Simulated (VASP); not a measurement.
# SrCl2 (Fm-3m) in VASP: further runs

SrCl2 is run at these levels: PBEsol; tasks: single point, relaxation of cell and atoms.

Everything below comes from runs of VASP 6.6.1. Logs are shortened: lines on timing, memory, paths and dates and some standing lists are left out, and cuts for length are marked.

## (1) The cell of the first run

The structure is cubic, space group Fm-3m (No. 225). Conventional cell: a = 6.801 Å, b = 6.801 Å, c = 6.801 Å, α = 90.00°, β = 90.00°, γ = 90.00°. Sr (site symmetry m-3m) has 8 Cl at 2.95 Å within 3.9 Å. Within 3.9 Å of Cl (site symmetry -43m) lie 4 Sr at 2.95 Å and 6 Cl at 3.40 Å.

## (2) Single point, PBEsol

INCAR

```
PREC     = Accurate       # precision mode
ENCUT    = 520            # plane-wave cutoff, eV
EDIFF    = 1E-7           # SCF threshold, eV
ISMEAR   = 0              # smearing method
SIGMA    = 0.01           # smearing width, eV
LREAL    = False          # projectors in reciprocal space
LASPH    = True           # aspherical terms in the spheres
NELM     = 100            # most SCF steps
ALGO     = Normal         # electronic algorithm
ISIF     = 2              # what is computed and relaxed
LWAVE    = False          # write WAVECAR
LCHARG   = False          # write CHGCAR
GGA      = PS             # functional
NBANDS   = 19             # bands
```

KPOINTS

```
Automatic mesh
0
Gamma
  6 6 6
```

POSCAR

```
SrCl2
1.0
    0.0000000000      3.4007299197      3.4007299197
    3.4007299197      0.0000000000      3.4007299197
    3.4007299197      3.4007299197      0.0000000000
Sr Cl
1 2
Direct
    0.0000000000      0.0000000000      0.0000000000
    0.2500000000      0.2500000000      0.2500000000
    0.7500000000      0.7500000000      0.7500000000
```

Potentials or basis: VASP PAW PBE potentials, release 64 (Sr_sv, Cl).

Run with:

```console
$ cat potpaw_PBE.64/Sr_sv/POTCAR potpaw_PBE.64/Cl/POTCAR > POTCAR
$ mpirun -np 1 vasp_std > vasp.out
```

OUTCAR:

```text
PREC = Accurate
   ENCUT = 520
   EDIFF = 1E-7
   ISMEAR = 0
   LREAL = False
   LASPH = True
   NELM = 100
   ISIF = 2
   GGA = PS

 ion  position               nearest neighbor table
   1  0.000  0.000  0.000-   3 2.95   3 2.95   3 2.95   2 2.95   3 2.95   2 2.95   2 2.95   2 2.95

   2  0.250  0.250  0.250-   1 2.95   1 2.95   1 2.95   1 2.95
   3  0.750  0.750  0.750-   1 2.95   1 2.95   1 2.95   1 2.95

  LATTYP: Found a face centered cubic cell.
 ALAT       =     6.8014598394

  Lattice vectors:

 A1 = (   0.0000000000,   3.4007299197,   3.4007299197)
 A2 = (   3.4007299197,   0.0000000000,   3.4007299197)
 A3 = (   3.4007299197,   3.4007299197,   0.0000000000)

Analysis of symmetry for initial positions (statically):
=====================================================================
 Subroutine PRICEL returns:
 Original cell was already a primitive cell.

 Routine SETGRP: Setting up the symmetry group for a
 face centered cubic supercell.

 Subroutine GETGRP returns: Found 48 space group operations
 (whereof 48 operations were pure point group operations)
 out of a pool of 48 trial point group operations.

The static configuration has the point symmetry O_h .

Analysis of symmetry for dynamics (positions and initial velocities):
=====================================================================
 Subroutine PRICEL returns:
 Original cell was already a primitive cell.

 Routine SETGRP: Setting up the symmetry group for a
 face centered cubic supercell.

 Subroutine GETGRP returns: Found 48 space group operations
 (whereof 48 operations were pure point group operations)
 out of a pool of 48 trial point group operations.

The dynamic configuration has the point symmetry O_h .

 Subroutine INISYM returns: Found 48 space group operations
 (whereof 48 operations are pure point group operations),
 and found     1 'primitive' translations

----------------------------------------------------------------------------------------

                                     Primitive cell

  volume of cell :      78.6586

  direct lattice vectors                    reciprocal lattice vectors
     0.000000000  3.400729920  3.400729920    -0.147027259  0.147027259  0.147027259
     3.400729920  0.000000000  3.400729920     0.147027259 -0.147027259  0.147027259
     3.400729920  3.400729920  0.000000000     0.147027259  0.147027259 -0.147027259

[... 73 lines left out ...]
   LASPH  =      T    aspherical Exc in radial PAW
   ENCUT  =  520.0 eV  38.22 Ry    6.18 a.u.   8.94  8.94  8.94*2*pi/ulx,y,z
   NELM   =    100;   NELMIN=  2; NELMDL= -5     # of ELM steps
   EDIFF  = 0.1E-06   stopping-criterion for ELM
   LREAL  =      F    real-space projection
   EDIFFG = 0.1E-05   stopping-criterion for IOM
   NSW    =      0    number of steps for IOM
   IBRION =     -1    ionic relax: 0-MD 1-quasi-New 2-CG
   NFREE  =      0    steps in history (QN), initial steepest desc. (CG)
   ISIF   =      2    stress and relaxation
   ISYM   =      2    0-nonsym 1-usesym 2-fastsym
   POTIM  = 0.5000    time-step for ionic-motion
   TEBEG  =    0.0;   TEEND  =   0.0 temperature during run
   PSTRESS=    0.0 pullay stress
   NELECT =      24.0000    total number of electrons
   NUPDOWN=      -1.0000    fix difference up-down
   EMIN   =  10.00;   EMAX   =-10.00  energy-range for DOS
   EFERMI =   0.00;   METHOD = LEGACY
   ISMEAR =     0;   SIGMA  =   0.01  broadening in eV -4-tet -1-fermi 0-gaus
   EFERMI_NEDOS =   21; number of points for ismear=-14 and -15
   IALGO  =     38    algorithm
   IMIX   =      4    mixing-type and parameters
     AMIX     =   0.40;   BMIX     =  1.00
     AMIX_MAG =   1.60;   BMIX_MAG =  1.00
  volume/ion in A,a.u.               =      26.22       176.94
  Fermi-wavevector in a.u.,A,eV,Ry     =   1.102122  2.082709 16.526636  1.214673
  Thomas-Fermi vector in A             =   2.238560
   LORBIT       =      0    0 simple, 1 ext, 2 COOP (PROOUT), +10 PAW based schemes
   GGA     = PS    functional components
   LHFCALC =     F    Hartree Fock is set to
   AEXX    =    0.0000 exact exchange contribution
   IVDW    =     0    specifies the selected vdW correction
   LEPSILON=     F    determine dielectric tensor
   LRPA    =     F    only Hartree local field effects (RPA)
 non-spin polarized calculation
 Gauss-broadening in eV      SIGMA  =   0.01
  energy-cutoff  :      520.00
  volume of cell :       78.66
 maximum number of plane-waves:      2138
   NGX = 17   NGY = 17   NGZ = 17

 number of electron      23.9999996 magnetization

 Free energy of the ion-electron system (eV)
  ---------------------------------------------------
  ext. energy  EPLUGINS =         0.00000000
  ---------------------------------------------------
  free energy    TOTEN  =       -13.31540358 eV

  energy without entropy =      -13.31540358  energy(sigma->0) =      -13.31540358

 E-fermi :   0.7059     XC(G=0):  -8.8348

 val. band max:        0.6088078711   @ k =   0.5000   0.5000   0.0000
 cond. band min:       5.9050131786   @ k =   0.5000   0.5000   0.0000
 fundamental gap:      5.2962053074
 Fermi energy:         0.7059378102

 k-point     1 :       0.0000    0.0000    0.0000
  band No.  band energies     occupation
      1     -31.9587      2.00000
      2     -14.0135      2.00000
      3     -14.0135      2.00000
      4     -14.0135      2.00000
      5     -12.9426      2.00000
      6     -11.9048      2.00000
[... 329 lines left out ...]
      6     -11.9421      2.00000
[... 11 lines left out ...]
     18      10.5437      0.00000
     19      10.8762      0.00000

------------------------ aborting loop because EDIFF is reached ----------------------------------------

  FORCE on cell =-STRESS in cart. coord.  units (eV):
  Direction    XX          YY          ZZ          XY          YZ          ZX
  --------------------------------------------------------------------------------------
  -------------------------------------------------------------------------------------
  Total        1.0585651      1.0585651      1.0585651      0.0000000     -0.0000000     -0.0000000
  in kB       21.5616368     21.5616368     21.5616368      0.0000000     -0.0000000     -0.0000000
  external PRESSURE =      21.5616368 kB  Pullay stress =       0.0000000 kB

 VOLUME and BASIS-vectors are now :
 -----------------------------------------------------------------------------
  energy-cutoff  :      520.00
  volume of cell :       78.66
      direct lattice vectors                 reciprocal lattice vectors
     0.000000000  3.400729920  3.400729920    -0.147027259  0.147027259  0.147027259
     3.400729920  0.000000000  3.400729920     0.147027259 -0.147027259  0.147027259
     3.400729920  3.400729920  0.000000000     0.147027259  0.147027259 -0.147027259

 POSITION                                       TOTAL-FORCE (eV/Angst)
 -----------------------------------------------------------------------------------
      0.00000      0.00000      0.00000        -0.000000      0.000000     -0.000000
      1.70036      1.70036      1.70036        -0.000000     -0.000000     -0.000000
      5.10109      5.10109      5.10109         0.000000      0.000000      0.000000
 -----------------------------------------------------------------------------------
    total drift:                                0.000000      0.000000      0.000000

  FREE ENERGIE OF THE ION-ELECTRON SYSTEM (eV)
  ---------------------------------------------------
  free  energy   TOTEN  =       -13.3154035834 eV

  energy  without entropy=      -13.3154035834  energy(sigma->0) =      -13.31540358
```

Wall time 24 s (1 thread of Intel Xeon 6975P-C, shared host); peak memory 0.21 GiB.

Results:

| Quantity | Value |
| --- | --- |
| Free energy | -13.3154 eV |
| Pressure | 2.2 GPa |
| Band gap on the k mesh | 5.30 eV, direct |

Caveat: the PAW data sets were made with another functional, which shifts forces and pressure a little. A k mesh can miss the band edges.

## (3) Single point, PBEsol

This run uses another cell than the first one, of 26.80 Å³/atom, 1.022 times its volume.

INCAR

```
  ALGO = Normal
  EDIFF = 1E-6
  ENCUT = 520
  GGA = PS
  ISIF = 2
  ISMEAR = 0
  LASPH = True
  LCHARG = True
  LELF = True
  LREAL = False
  LVHAR = True
  LWAVE = False
  NBANDS = 19
  NELM = 80
  PREC = Accurate
  SIGMA = 0.01
```

KPOINTS

```
k-points
0
Gamma
  6 6 6
```

POSCAR

```
SrCl2
1.0
    0.0000000000      3.4256501581      3.4256501581
    3.4256501581      0.0000000000      3.4256501581
    3.4256501581      3.4256501581      0.0000000000
Sr Cl
1 2
Direct
    0.0000000000      0.0000000000      0.0000000000
    0.2500000000      0.2500000000      0.2500000000
    0.7500000000      0.7500000000      0.7500000000
```

Potentials or basis: VASP PAW PBE potentials, release 64 (Sr_sv, Cl).

Run with:

```console
$ cat potpaw_PBE.64/Sr_sv/POTCAR potpaw_PBE.64/Cl/POTCAR > POTCAR
$ mpirun -np 1 vasp_std > vasp.out
```

Wall time 23 s (1 thread of Intel Xeon 6975P-C, shared host); peak memory 0.21 GiB.

The run converged. Its results:

* Free energy: -13.3338 eV
* Pressure: 1.2 GPa
* Band gap on the k mesh: 5.32 eV, direct

Levels at points of the mesh, in eV from the valence-band top:
```tsv
k point	band 9	band 10	band 11	band 12	band 13	band 14	band 15	band 16
(0.00, 0.00, 0.00)	-2.37	-0.37	-0.37	-0.37	5.33	5.94	5.94	8.96
(0.50, 0.00, 0.00)	-1.64	-1.45	-1.14	-1.14	6.64	6.64	7.60	7.77
(0.50, 0.50, 0.00)	-2.04	-0.46	-0.46	0.00	5.32	7.07	7.64	8.09
```

Caveat: the PAW data sets were made with another functional, which shifts forces and pressure a little. A k mesh can miss the band edges.

(Part 1 of 3 ends here.)
